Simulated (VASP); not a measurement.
# Co: single point with PBE

The system is Co.

```
Co
1.0
     1.24652   -2.15904    0.00000
     1.24652    2.15904    0.00000
     0.00000    0.00000    4.03693
Co
2
Direct
  0.66667 0.33333 0.25000
  0.33333 0.66667 0.75000
```

```
Program                : VASP 6.6.1
Task                   : single point
Functional             : PBE
Potentials or basis    : VASP PAW PBE potentials, release 64 (Co)
Cutoff                 : 520 eV
k mesh                 : 15 × 15 × 8
Occupations            : fermi-dirac, width 0.1 eV
Spin                   : collinear spin, ferromagnetic start
Starting moments       : [1.7, 1.7] μB
Dipole correction      : no
Further INCAR settings : ALGO = Normal; EDIFF = 1e-06; NBANDS = 20
```

```
Pressure                                              : -0.5 GPa
Net moment                                            : 3.23 μB per cell
Site moments                                          : Co +1.63 μB
Valence electrons inside the program's atomic spheres : Co 8.27
```

Stress tensor (GPa, compression positive):
```
-0.43  0.00  0.00
 0.00 -0.43  0.00
 0.00  0.00 -0.65
```

Levels at points of the mesh, in eV from the Fermi level:
Spin up:
| k point | band 8 | band 9 | band 10 | band 11 | band 12 | band 13 | band 14 | band 15 |
| --- | --- | --- | --- | --- | --- | --- | --- | --- |
| (0.00, 0.00, 0.00) | -1.93 | -1.93 | -0.84 | -0.84 | -0.09 | 6.32 | 21.98 | 24.54 |
| (0.00, 0.00, 0.50) | -2.65 | -1.15 | -1.15 | -1.15 | -1.15 | 14.97 | 14.97 | 22.71 |
Spin down:
```csv
k point,band 3,band 4,band 5,band 6,band 7,band 8,band 9,band 10,band 11,band 12
"(0.00, 0.00, 0.00)",-0.98,-0.95,-0.95,-0.58,-0.58,-0.16,-0.16,-0.15,1.05,1.05
"(0.00, 0.00, 0.50)",-1.53,-1.53,-1.01,-1.01,-1.01,-1.01,0.72,0.72,0.72,0.72
```

It took 73 s on 1 thread of Intel(R) Xeon(R) Platinum 8488C (Sapphire Rapids) (shared host), peak memory 0.2 GiB.
